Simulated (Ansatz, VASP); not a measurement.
# One calculation of NaI, two programs

The input INCAR:

```
SYSTEM = NaI
ALGO = Normal ; EDIFF = 1E-6
ENCUT = 500 ; GGA = PE
GGA_COMPAT = .False. ; ISIF = 2
ISMEAR = -1 ; LASPH = .True.
LCHARG = .False. ; LREAL = .False.
LWAVE = .False. ; NBANDS = 14
NELM = 120 ; PREC = Accurate
SIGMA = 0.02
```

File KPOINTS:

```
k-points
0
Gamma
  6 6 6
  0 0 0
```

Contents of POSCAR:

```
NaI
1.0
    0.0000000000      3.4645328099      3.6751714920
    3.4645328099      0.0000000000      3.6751714920
    3.4645328099      3.4645328099      0.0000000000
Na I
1 1
Direct
    0.0000000000      0.0000000000      0.0000000000
    0.2500000000      0.2500000000      0.2500000000
```

Input for Ansatz:

```yaml
crystal:
  lattice:
    - [0.0, 3.4645328099, 3.675171492]
    - [3.4645328099, 0.0, 3.675171492]
    - [3.4645328099, 3.4645328099, 0.0]
  atoms:
    - { symbol: Na, position: [0.0, 0.0, 0.0] }
    - { symbol: I, position: [0.25, 0.25, 0.25] }
kpoints:
  mp_grid: { grid: [6, 6, 6] }
  band_path:
    path:
      - [0.0, 0.0, 0.0]
      - [-0.5, -0.5, 0.0]
      - [-0.375, -0.375, 0.25]
      - [-0.375, 0.0, 0.375]
      - [0.0, 0.0, 0.5]
      - [-0.5, -0.25, 0.25]
    npoints: 1
hamiltonian:
  xc: pbe
scf:
  occupations: { method: fermi_dirac, width: 0.02 }
  n_extra_bands: 4
output:
  forces: true
  stress: true
  eigenvalues: true
```

Change from the starting cell: epitaxial_xy strain -2.2%.

Alike in both runs: task single point; functional PBE; k mesh 6 × 6 × 6; occupations fermi-dirac, width 0.02 eV; no spin polarisation.

|  | VASP | Ansatz |
| --- | --- | --- |
| version | VASP 6.6.1 | Ansatz 0.2.0 |
| potentials or method | VASP PAW PBE potentials, release 64 (Na_pv, I) | plane waves, PAW |
| plane-wave cutoff (eV) | 500 | 420 |
| valence electrons in the cell | 14 | 26 |

Ansatz gave:

* gap on the k mesh at the Fermi level (eV): 3.80
* pressure (GPa): 0.5
* traceless stress, the component that is largest in VASP (GPa): -0.07

Question: Estimate VASP's values.

Answer: gap on the k mesh at the Fermi level (eV): 3.80; pressure (GPa): 0.5; traceless stress, the component that is largest in VASP (GPa): -0.06.

VASP's potentials hold 14 valence electrons a cell and Ansatz's 26, so a difference there can come from the potentials and not from the codes.

Spin-orbit coupling is off throughout.
